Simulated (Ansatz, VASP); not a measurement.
# Two plane-wave programs on Mo3H

Contents of INCAR:

```
SYSTEM = Mo3H
PREC = Accurate
ENCUT = 520
EDIFF = 1E-7
ISMEAR = 0
SIGMA = 0.1
LREAL = .FALSE.
LASPH = .TRUE.
NELM = 150
ALGO = Normal
ISIF = 2
LWAVE = .FALSE.
LCHARG = .FALSE.
ISPIN = 2
MAGMOM = 0 0 0 1
LORBIT = 11
LMAXMIX = 4
LDIPOL = .TRUE.
IDIPOL = 3
DIPOL = 0.5 0.5 0.329
GGA = PE
NBANDS = 34
```

The input KPOINTS:

```
regular mesh
0
G
  10 10 1
  0 0 0
```

File POSCAR:

```
Mo3H
1.0
    2.7370454666      0.0000000000      0.0000000000
   -0.9123484889      2.5805112132      0.0000000000
    0.0000000000      0.0000000000     21.3082440588
Mo H
3 1
Direct
    0.5000000000      0.5000000000      0.1877207708
    0.0000000000      0.0000000000      0.2888166433
    0.5000000000      0.5000000000      0.3899074948
    1.0000000000      1.0000000000      0.4495088395
```

Input for Ansatz:

```yaml
crystal:
  lattice:
    - [2.7370454666, 0.0, 0.0]
    - [-0.9123484889, 2.5805112132, 0.0]
    - [0.0, 0.0, 21.3082440588]
  atoms:
    - { symbol: Mo, position: [0.5, 0.5, 0.1877207708] }
    - { symbol: Mo, position: [0.0, 0.0, 0.2888166433] }
    - { symbol: Mo, position: [0.5, 0.5, 0.3899074948] }
    - { symbol: H, position: [1.0, 1.0, 0.4495088395], spin: 1.0 }
basis:
  ecutwfc: 420
kpoints:
  mp_grid: { grid: [10, 10, 1] }
hamiltonian:
  xc: pbe
  pseudopotentials: { kind: paw, azcp: { folder: soft_1 } }
scf:
  occupations: { method: gaussian, width: 0.1 }
output:
  forces: true
  eigenvalues: true
  populations: true
magnetization:
  spin_polarized: true
efield:
  axis: 3
  dipole_correction: true
  ramp_width: 0.04
```

Alike in both runs: task single point; functional PBE; k mesh 10 × 10 × 1; occupations gaussian, width 0.1 eV; collinear spin.

```csv
,VASP,Ansatz
version,VASP 6.6.1,Ansatz 0.2.0
potentials or method,"VASP PAW PBE potentials, release 64 (Mo_sv, H), cutoff 520 eV","scalar-relativistic, plane waves, PAW"
valence electrons in the cell,43,43
```

```tsv
	VASP	Ansatz	Ansatz less VASP
gap on the k mesh at the Fermi level (eV)	none	none	-
rms of the force components (eV/Å)	0.461	0.457	-0.0036
net moment per atom (μB)	0.00	0.00	0.000
```

Atom by atom the forces differ by 0.010 eV/Å (rms over components). A gap of «none» marks a metal or a gap that the smearing closes. The functional is the same, so the differences come from potentials, cutoffs and numerics. Ansatz's warnings: seeded moment not kept.
